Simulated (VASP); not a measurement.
# TiC in VASP: a series of runs

TiC is run at these levels: PBEsol; tasks: single point.

Program: VASP 6.6.1. These are calculated values, not measurements. Logs are shortened: lines on timing, memory, paths and dates and some standing lists are left out, and cuts for length are marked.

### Step 1. The cell of the first run

Symmetry: Fm-3m, No. 225, cubic system. The conventional cell has a = 4.319 Å, b = 4.319 Å, c = 4.319 Å, α = 90.00°, β = 90.00°, γ = 90.00°. Ti (site symmetry m-3m) has 6 C at 2.16 Å within 2.9 Å. Within 2.9 Å of C (site symmetry m-3m) lie 6 Ti at 2.16 Å.

### Step 2. Single point, PBEsol

Contents of INCAR:

```
  ALGO = Normal
  EDIFF = 1E-7
  ENCUT = 520
  GGA = PS
  ISIF = 2
  ISMEAR = -1
  LASPH = True
  LCHARG = True
  LELF = True
  LREAL = False
  LVHAR = True
  LWAVE = False
  NBANDS = 15
  NELM = 60
  PREC = Accurate
  SIGMA = 0.1
```

Contents of KPOINTS:

```
k-points
0
Gamma
  13 13 13
```

Contents of POSCAR:

```
TiC
1.0
    0.0000000000      2.1593000000      2.1593000000
    2.1593000000      0.0000000000      2.1593000000
    2.1593000000      2.1593000000      0.0000000000
Ti C
1 1
Direct
    0.0000000000      0.0000000000      0.0000000000
    0.5000000000      0.5000000000      0.5000000000
```

Potentials or basis: VASP PAW PBE potentials, release 64 (Ti_sv, C).

The run is started by

```
cat potpaw_PBE.64/Ti_sv/POTCAR potpaw_PBE.64/C/POTCAR > POTCAR
mpirun -np 1 vasp_std > vasp.out
```

OUTCAR:

```text
EDIFF = 1E-7
   ENCUT = 520
   GGA = PS
   ISIF = 2
   ISMEAR = -1
   LASPH = True
   LREAL = False
   NELM = 60
   PREC = Accurate

 ion  position               nearest neighbor table
   1  0.000  0.000  0.000-   2 2.16   2 2.16   2 2.16   2 2.16   2 2.16   2 2.16
   2  0.500  0.500  0.500-   1 2.16   1 2.16   1 2.16   1 2.16   1 2.16   1 2.16

  LATTYP: Found a face centered cubic cell.
 ALAT       =     4.3186000000

  Lattice vectors:

 A1 = (   0.0000000000,   2.1593000000,   2.1593000000)
 A2 = (   2.1593000000,   0.0000000000,   2.1593000000)
 A3 = (   2.1593000000,   2.1593000000,   0.0000000000)

Analysis of symmetry for initial positions (statically):
=====================================================================
 Subroutine PRICEL returns:
 Original cell was already a primitive cell.

 Routine SETGRP: Setting up the symmetry group for a
 face centered cubic supercell.

 Subroutine GETGRP returns: Found 48 space group operations
 (whereof 48 operations were pure point group operations)
 out of a pool of 48 trial point group operations.

The static configuration has the point symmetry O_h .

Analysis of symmetry for dynamics (positions and initial velocities):
=====================================================================
 Subroutine PRICEL returns:
 Original cell was already a primitive cell.

 Routine SETGRP: Setting up the symmetry group for a
 face centered cubic supercell.

 Subroutine GETGRP returns: Found 48 space group operations
 (whereof 48 operations were pure point group operations)
 out of a pool of 48 trial point group operations.

The dynamic configuration has the point symmetry O_h .

 Subroutine INISYM returns: Found 48 space group operations
 (whereof 48 operations are pure point group operations),
 and found     1 'primitive' translations

----------------------------------------------------------------------------------------

                                     Primitive cell

  volume of cell :      20.1358

  direct lattice vectors                    reciprocal lattice vectors
     0.000000000  2.159300000  2.159300000    -0.231556523  0.231556523  0.231556523
     2.159300000  0.000000000  2.159300000     0.231556523 -0.231556523  0.231556523
     2.159300000  2.159300000  0.000000000     0.231556523  0.231556523 -0.231556523

  length of vectors
     3.053711345  3.053711345  3.053711345     0.401067663  0.401067663  0.401067663

  position of ions in fractional coordinates (direct lattice)
     0.000000000  0.000000000  0.000000000
     0.500000000  0.500000000  0.500000000

  ion indices of the primitive-cell ions
   primitive index   ion index
                 1           1
                 2           2

----------------------------------------------------------------------------------------

 KPOINTS: k-points

Automatic generation of k-mesh.
 Grid dimensions read from file:
 generate k-points for:   13   13   13

 Generating k-lattice:

  Cartesian coordinates                     Fractional coordinates (reciprocal lattice)
    -0.017812040  0.017812040  0.017812040     0.076923077  0.000000000  0.000000000
     0.017812040 -0.017812040  0.017812040     0.000000000  0.076923077  0.000000000
     0.017812040  0.017812040 -0.017812040     0.000000000  0.000000000  0.076923077

  Length of vectors
     0.030851359  0.030851359  0.030851359

  Shift w.r.t. Gamma in fractional coordinates (k-lattice)
     0.000000000  0.000000000  0.000000000

 Subroutine IBZKPT returns following result:
 ===========================================

 Found     84 irreducible k-points:

 Following reciprocal coordinates:
            Coordinates               Weight
  0.000000  0.000000  0.000000      1.000000
  0.076923  0.000000  0.000000      8.000000
  0.153846  0.000000  0.000000      8.000000
  0.230769  0.000000  0.000000      8.000000
  0.307692  0.000000  0.000000      8.000000
  0.384615  0.000000  0.000000      8.000000
[... 16 lines left out ...]
  0.384615  0.153846  0.000000     24.000000
  0.461538  0.153846  0.000000     24.000000
 [... further k-points ...]
   k-points           NKPTS =     84   k-points in BZ     NKDIM =     84   number of bands    NBANDS=     15
   number of dos      NEDOS =    301   number of ions     NIONS =      2
   total plane-waves  NPLWV =  13824
   dimension x,y,z NGX =    24 NGY =   24 NGZ =   24
   dimension x,y,z NGXF=    48 NGYF=   48 NGZF=   48
   ions per type =               1   1
   NGX,Y,Z   is equivalent  to a cutoff of  13.07, 13.07, 13.07 a.u.
   NGXF,Y,Z  is equivalent  to a cutoff of  26.13, 26.13, 26.13 a.u.
 SYSTEM =  unknown system
   PREC   = accura    normal or accurate (medium, high low for compatibility)
   ISTART =      0    job   : 0-new  1-cont  2-samecut
   ICHARG =      2    charge: 1-file 2-atom 10-const
   ISPIN  =      1    spin polarized calculation?
   LNONCOLLINEAR =      F non collinear calculations
   LSORBIT =      F    spin-orbit coupling
   LASPH  =      T    aspherical Exc in radial PAW
   ENCUT  =  520.0 eV  38.22 Ry    6.18 a.u.   5.68  5.68  5.68*2*pi/ulx,y,z
   NELM   =     60;   NELMIN=  2; NELMDL= -5     # of ELM steps
   EDIFF  = 0.1E-06   stopping-criterion for ELM
   LREAL  =      F    real-space projection
   EDIFFG = 0.1E-05   stopping-criterion for IOM
   NSW    =      0    number of steps for IOM
   IBRION =     -1    ionic relax: 0-MD 1-quasi-New 2-CG
   NFREE  =      0    steps in history (QN), initial steepest desc. (CG)
   ISIF   =      2    stress and relaxation
   ISYM   =      2    0-nonsym 1-usesym 2-fastsym
   POTIM  = 0.5000    time-step for ionic-motion
   TEBEG  =    0.0;   TEEND  =   0.0 temperature during run
   PSTRESS=    0.0 pullay stress
   NELECT =      16.0000    total number of electrons
   NUPDOWN=      -1.0000    fix difference up-down
   EMIN   =  10.00;   EMAX   =-10.00  energy-range for DOS
   EFERMI =   0.00;   METHOD = LEGACY
   ISMEAR =    -1;   SIGMA  =   0.10  broadening in eV -4-tet -1-fermi 0-gaus
   EFERMI_NEDOS =   21; number of points for ismear=-14 and -15
   IALGO  =     38    algorithm
   IMIX   =      4    mixing-type and parameters
     AMIX     =   0.40;   BMIX     =  1.00
     AMIX_MAG =   1.60;   BMIX_MAG =  1.00
  volume/ion in A,a.u.               =      10.07        67.94
  Fermi-wavevector in a.u.,A,eV,Ry     =   1.516323  2.865436 31.283015  2.299237
  Thomas-Fermi vector in A             =   2.625728
   LORBIT       =      0    0 simple, 1 ext, 2 COOP (PROOUT), +10 PAW based schemes
   GGA     = PS    functional components
   LHFCALC =     F    Hartree Fock is set to
   AEXX    =    0.0000 exact exchange contribution
   IVDW    =     0    specifies the selected vdW correction
   LEPSILON=     F    determine dielectric tensor
   LRPA    =     F    only Hartree local field effects (RPA)
 non-spin polarized calculation
  energy-cutoff  :      520.00
  volume of cell :       20.14
 maximum number of plane-waves:       556
   NGX = 11   NGY = 11   NGZ = 11

 number of electron      16.0000002 magnetization

 Free energy of the ion-electron system (eV)
  ---------------------------------------------------
  ext. energy  EPLUGINS =         0.00000000
  ---------------------------------------------------
  free energy    TOTEN  =       -19.80280303 eV

  energy without entropy =      -19.79268070  energy(sigma->0) =      -19.79774187

 E-fermi :   9.3962     XC(G=0): -12.9064

 val. band max:        9.3622229577   @ k =   0.4615   0.4615   0.0000
 cond. band min:       9.4431385610   @ k =   0.3846   0.3077   0.0000
 fundamental gap:      0.0809156032
 Fermi energy:         9.3961514399

 k-point     1 :       0.0000    0.0000    0.0000
  band No.  band energies     occupation
      1     -46.8969      2.00000
      2     -23.0188      2.00000
      3     -23.0188      2.00000
      4     -23.0188      2.00000
      5      -3.0033      2.00000
      6      10.0735      0.00228
      7      10.0735      0.00228
      8      10.0735      0.00228
      9      11.1212      0.00000
     10      11.1212      0.00000
     11      11.1212      0.00000
     12      11.1518      0.00000
     13      11.1518      0.00000
     14      20.0135      0.00000
     15      23.3680      0.00000

 k-point     2 :       0.0769    0.0000    0.0000
  band No.  band energies     occupation
      1     -46.8925      2.00000
      2     -23.0500      2.00000
      3     -23.0217      2.00000
      4     -23.0217      2.00000
      5      -2.8670      2.00000
      6       9.4546      0.71583
      7       9.7310      0.06789
      8       9.7310      0.06789
      9      10.4123      0.00008
     10      10.4123      0.00008
     11      11.4331      0.00000
     12      12.4023      0.00000
     13      12.4023      0.00000
     14      20.2487      0.00000
     15      23.4331      0.00000

 k-point     3 :       0.1538    0.0000    0.0000
  band No.  band energies     occupation
      1     -46.8802      2.00000
      2     -23.1358      2.00000
      3     -23.0298      2.00000
      4     -23.0298      2.00000
      5      -2.4713      2.00000
      6       8.2909      1.99997
      7       8.7557      1.99670
      8       8.7557      1.99670
      9      10.6249      0.00001
     10      10.6249      0.00001
     11      11.8178      0.00000
     12      13.7347      0.00000
     13      13.7347      0.00000
     14      20.7334      0.00000
     15      23.4664      0.00000
[... 343 lines left out ...]
 k-point    23 :       0.3846    0.1538    0.0000
  band No.  band energies     occupation
      1     -46.8289      2.00000
      2     -23.4017      2.00000
      3     -23.1039      2.00000
      4     -23.0988      2.00000
      5      -0.6670      2.00000
      6       5.1981      2.00000
      7       6.8785      2.00000
      8       7.5468      2.00000
      9      10.8090      0.00000
     10      12.2601      0.00000
     11      13.1686      0.00000
     12      15.1174      0.00000
     13      16.6984      0.00000
     14      20.7459      0.00000
     15      24.4318      0.00000

 k-point    24 :       0.4615    0.1538    0.0000
  band No.  band energies     occupation
      1     -46.8169      2.00000
      2     -23.4720      2.00000
      3     -23.1263      2.00000
      4     -23.0997      2.00000
      5      -0.0228      2.00000
      6       4.4739      2.00000
      7       6.5072      2.00000
      8       7.0644      2.00000
      9      11.4170      0.00000
     10      12.4700      0.00000
     11      13.3320      0.00000
     12      16.0512      0.00000
     13      16.8121      0.00000
     14      19.9181      0.00000
     15      24.2092      0.00000

 [... further k-points ...]
[... 5 lines left out ...]
  --------------------------------------------------------------------------------------
  -------------------------------------------------------------------------------------
  Total       -0.5386589     -0.5386589     -0.5386589      0.0000000      0.0000000      0.0000000
  in kB      -42.8603246    -42.8603246    -42.8603246      0.0000000      0.0000000      0.0000000
  external PRESSURE =     -42.8603246 kB  Pullay stress =       0.0000000 kB

 VOLUME and BASIS-vectors are now :
 -----------------------------------------------------------------------------
  energy-cutoff  :      520.00
  volume of cell :       20.14
      direct lattice vectors                 reciprocal lattice vectors
     0.000000000  2.159300000  2.159300000    -0.231556523  0.231556523  0.231556523
     2.159300000  0.000000000  2.159300000     0.231556523 -0.231556523  0.231556523
     2.159300000  2.159300000  0.000000000     0.231556523  0.231556523 -0.231556523

 POSITION                                       TOTAL-FORCE (eV/Angst)
 -----------------------------------------------------------------------------------
      0.00000      0.00000      0.00000        -0.000000     -0.000000     -0.000000
      2.15930      2.15930      2.15930         0.000000      0.000000      0.000000
 -----------------------------------------------------------------------------------
    total drift:                                0.000000     -0.000000     -0.000000

  FREE ENERGIE OF THE ION-ELECTRON SYSTEM (eV)
  ---------------------------------------------------
  free  energy   TOTEN  =       -19.8028030337 eV

  energy  without entropy=      -19.7926807045  energy(sigma->0) =      -19.79774187
```

It took 28 s on 1 thread of AMD EPYC 7R43 (Zen 3), shared host; peak memory 0.12 GiB.

Results:

```
Free energy            : -19.8028 eV
Pressure               : -4.3 GPa
Band gap on the k mesh : zero (band 8 reaches 10.07 eV, above the bottom of band 9 at 9.02 eV)
```

Caveat: the PAW data sets were made with another functional, which shifts forces and pressure a little.

### Step 3. Single point, PBEsol

Contents of INCAR:

```
PREC = Accurate ; ENCUT = 520
EDIFF = 1E-7 ; ISMEAR = -1
SIGMA = 0.1 ; LREAL = F
LASPH = T ; NELM = 80
ALGO = Normal ; ISIF = 2
LWAVE = F ; LCHARG = T
GGA = PS ; LELF = T
LVHAR = T ; NBANDS = 15
```

Contents of KPOINTS:

```
regular mesh
0
Gamma
  13 13 13
```

POSCAR: that of step 2 with these lines changed.

```diff
@@ -9,2 +9,2 @@
     0.0000000000      0.0000000000      0.0000000000
-    0.5000000000      0.5000000000      0.5000000000
+    0.4953688695      0.4953688695      0.5046311305
```

Potentials or basis: VASP PAW PBE potentials, release 64 (Ti_sv, C).

The run is started by

```
cat potpaw_PBE.64/Ti_sv/POTCAR potpaw_PBE.64/C/POTCAR > POTCAR
mpirun -np 1 vasp_std > vasp.out
```

Wall time 55 s (1 thread of AMD EPYC 7R43 (Zen 3), shared host); peak memory 0.15 GiB.

It converged, with:

```
Free energy            : -19.8009 eV
Pressure               : -4.2 GPa
Largest force          : 0.194 eV/Å
Band gap on the k mesh : zero (band 8 reaches 10.07 eV, above the bottom of band 9 at 9.01 eV)
```

Forces in eV/Å, atoms in the order of the input:
```
Ti   0.000  0.000 -0.194
C    0.000  0.000  0.194
```

Stress tensor (GPa, compression positive):
```
-4.27  0.00  0.00
 0.00 -4.27  0.00
 0.00  0.00 -4.16
```

Levels at points of the mesh, in eV from the Fermi level:
```
           k point  band 4  band 5  band 6  band 7  band 8  band 9  band 10  band 11  band 12  band 13
(0.00, 0.00, 0.00)  -32.42  -12.40    0.66    0.66    0.68    1.56     1.74     1.74     1.75     1.92
```

Caveat: the PAW data sets were made with another functional, which shifts forces and pressure a little.
